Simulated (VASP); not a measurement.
# Ti (P6_3/mmc) in VASP: electric field gradients with PBE

Aim: the electric field gradients of Ti with PBE.

Program: VASP 6.6.1. These are calculated values, not measurements. Logs are shortened: lines on timing, memory, paths and dates and some standing lists are left out, and cuts for length are marked.

### 1 The cell of the first run

It takes space group P6_3/mmc (No. 194, hexagonal). Conventional cell: a = 2.950 Å, b = 2.950 Å, c = 4.686 Å, α = 90.00°, β = 90.00°, γ = 120.00°. Ti (site symmetry -6m2) has 12 Ti at 2.90 to 2.95 Å within 3.8 Å.

### 2 Electric field gradients, PBE

Input file INCAR:

```
PREC = Accurate
ENCUT = 520
EDIFF = 1E-8
ISMEAR = -1
SIGMA = 0.02
LREAL = F
LASPH = T
NELM = 60
ALGO = Normal
ISIF = 2
LWAVE = F
LCHARG = F
GGA = PE
LEFG = T
NBANDS = 19
```

Input file KPOINTS:

```
regular mesh
0
Gamma
  17 17 9
```

Input file POSCAR:

```
Ti
1.0
    2.9499978604      0.0000000000      0.0000000000
   -1.4749989302      2.5547730882      0.0000000000
    0.0000000000      0.0000000000      4.6860000000
Ti
2
Direct
    0.3333333333      0.6666666667      0.2500000000
    0.6666666667      0.3333333333      0.7500000000
```

Potentials or basis: VASP PAW PBE potentials, release 64 (Ti_sv).

Run with:

```sh
$ cat potpaw_PBE.64/Ti_sv/POTCAR > POTCAR
$ mpirun -np 1 vasp_std > vasp.out
```

OUTCAR:

```text
PREC = Accurate
   ENCUT = 520
   EDIFF = 1E-8
   ISMEAR = -1
   LREAL = F
   LASPH = T
   NELM = 60
   ISIF = 2
   GGA = PE

 ion  position               nearest neighbor table
   1  0.333  0.667  0.250-   2 2.90   2 2.90   2 2.90   2 2.90   2 2.90   2 2.90
   2  0.667  0.333  0.750-   1 2.90   1 2.90   1 2.90   1 2.90   1 2.90   1 2.90

  LATTYP: Found a hexagonal cell.
 ALAT       =     2.9499978604
 C/A-ratio  =     1.5884757284

  Lattice vectors:

 A1 = (   2.9499978604,   0.0000000000,   0.0000000000)
 A2 = (  -1.4749989302,   2.5547730882,   0.0000000000)
 A3 = (   0.0000000000,   0.0000000000,   4.6860000000)

Analysis of symmetry for initial positions (statically):
=====================================================================
 Subroutine PRICEL returns:
 Original cell was already a primitive cell.

 Routine SETGRP: Setting up the symmetry group for a
 hexagonal supercell.

 Subroutine GETGRP returns: Found 24 space group operations
 (whereof 12 operations were pure point group operations)
 out of a pool of 24 trial point group operations.

The static configuration has the point symmetry D_3d.
 The point group associated with its full space group is D_6h.

Analysis of symmetry for dynamics (positions and initial velocities):
=====================================================================
 Subroutine PRICEL returns:
 Original cell was already a primitive cell.

 Routine SETGRP: Setting up the symmetry group for a
 hexagonal supercell.

 Subroutine GETGRP returns: Found 24 space group operations
 (whereof 12 operations were pure point group operations)
 out of a pool of 24 trial point group operations.

The dynamic configuration has the point symmetry D_3d.
 The point group associated with its full space group is D_6h.

 Subroutine INISYM returns: Found 24 space group operations
 (whereof 12 operations are pure point group operations),
 and found     1 'primitive' translations

----------------------------------------------------------------------------------------

                                     Primitive cell

  volume of cell :      35.3164

  direct lattice vectors                    reciprocal lattice vectors
     2.949997860  0.000000000  0.000000000     0.338983297  0.195712098  0.000000000
[... 125 lines left out ...]

 Free energy of the ion-electron system (eV)
  ---------------------------------------------------
  ext. energy  EPLUGINS =         0.00000000
  ---------------------------------------------------
  free energy    TOTEN  =       -15.67026109 eV

  energy without entropy =      -15.66801944  energy(sigma->0) =      -15.66914027

 E-fermi :   8.1701     XC(G=0): -11.4200

 val. band max:        8.1659554617   @ k =   0.1176   0.0000   0.4444
 cond. band min:       8.1772997267   @ k =   0.2941   0.1765   0.4444
 fundamental gap:      0.0113442650
 Fermi energy:         8.1700585005

 k-point     1 :       0.0000    0.0000    0.0000
  band No.  band energies     occupation
      1     -48.7282      2.00000
      2     -48.6018      2.00000
      3     -25.2961      2.00000
      4     -24.6839      2.00000
      5     -24.6839      2.00000
      6     -24.6294      2.00000
[... 505 lines left out ...]
      6     -24.7633      2.00000
[... 11 lines left out ...]
     18      11.0490      0.00000
     19      11.4754      0.00000

 [... further k-points ...]

------------------------ aborting loop because EDIFF is reached ----------------------------------------

  FORCE on cell =-STRESS in cart. coord.  units (eV):
  Direction    XX          YY          ZZ          XY          YZ          ZX
  --------------------------------------------------------------------------------------
  -------------------------------------------------------------------------------------
  Total       -0.3790240     -0.3790240     -0.5191182      0.0000000      0.0000000      0.0000000
  in kB      -17.1949539    -17.1949539    -23.5505199      0.0000000      0.0000000      0.0000000
  external PRESSURE =     -19.3134759 kB  Pullay stress =       0.0000000 kB

 VOLUME and BASIS-vectors are now :
 -----------------------------------------------------------------------------
  energy-cutoff  :      520.00
  volume of cell :       35.32
      direct lattice vectors                 reciprocal lattice vectors
     2.949997860  0.000000000  0.000000000     0.338983297  0.195712098  0.000000000
    -1.474998930  2.554773088  0.000000000     0.000000000  0.391424195  0.000000000
     0.000000000  0.000000000  4.686000000     0.000000000  0.000000000  0.213401622

 POSITION                                       TOTAL-FORCE (eV/Angst)
 -----------------------------------------------------------------------------------
     -0.00000      1.70318      1.17150         0.000000     -0.000000      0.000000
      1.47500      0.85159      3.51450        -0.000000      0.000000      0.000000
 -----------------------------------------------------------------------------------
    total drift:                               -0.000000      0.000000     -0.000000

  FREE ENERGIE OF THE ION-ELECTRON SYSTEM (eV)
  ---------------------------------------------------
  free  energy   TOTEN  =       -15.6702610899 eV

  energy  without entropy=      -15.6680194438  energy(sigma->0) =      -15.66914027

 Electric field gradients (V/A^2)
---------------------------------------------------------------------
 ion       V_xx      V_yy      V_zz      V_xy      V_xz      V_yz
---------------------------------------------------------------------
   1      -8.661    -8.661    17.322    -0.000     0.000    -0.000
   2      -8.661    -8.661    17.322    -0.000    -0.000     0.000
---------------------------------------------------------------------

 Electric field gradients after diagonalization (V/A^2)
 (convention: |V_zz| > |V_xx| > |V_yy|)
----------------------------------------------------------------------
 ion       V_xx      V_yy      V_zz     asymmetry (V_yy - V_xx)/ V_zz
----------------------------------------------------------------------
   1      -8.661    -8.661    17.322       0.000
   2      -8.661    -8.661    17.322       0.000
----------------------------------------------------------------------

           NMR quadrupolar parameters

 Cq : quadrupolar parameter    Cq=e*Q*V_zz/h
 eta: asymmetry parameters     (V_yy - V_xx)/ V_zz
 Q  : nuclear electric quadrupole moment in mb (millibarn)
----------------------------------------------------------------------
 ion       Cq(MHz)       eta       Q (mb)
----------------------------------------------------------------------
   1       0.042       0.000       1.000
   2       0.042       0.000       1.000
----------------------------------------------------------------------
```

stdout:

```text
POSCAR found type information on POSCAR Ti
 POSCAR found :  1 types and       2 ions
 scaLAPACK will be used
 LDA part: xc-table for (Slater+PW92), standard interpolation
 POSCAR, INCAR and KPOINTS ok, starting setup
 FFT: planning ... GRIDC
 FFT: planning ... GRID_SOFT
 FFT: planning ... GRID
 WAVECAR not read
 entering main loop
ion   1

ion   2
```

Wall time 40 s (1 thread of Intel Xeon 6975P-C (Granite Rapids), shared host); peak memory 0.22 GiB.

Results:

- Free energy: -15.6703 eV
- Pressure: -1.9 GPa
- Band gap on the k mesh: zero (bands 12 and 13 overlap by 1.07 eV)
- Largest electric field gradient by atom: Ti +17.3 V/Å²

Levels at points of the mesh, in eV from the Fermi level:
| k point | band 8 | band 9 | band 10 | band 11 | band 12 | band 13 | band 14 | band 15 | band 16 | band 17 |
| --- | --- | --- | --- | --- | --- | --- | --- | --- | --- | --- |
| (0.00, 0.00, 0.00) | -32.76 | -6.18 | -2.66 | 0.69 | 0.76 | 0.76 | 0.84 | 1.24 | 1.24 | 1.60 |

Electric field gradients, principal values (V/Å²):
```
atom   least  middle  greatest (by size)
1 Ti  -8.661  -8.661              17.322
2 Ti  -8.661  -8.661              17.322
```

Caveat: without QUAD_EFG the Cq values of the log hold for a quadrupole moment of 1 mb, not for the nuclei.
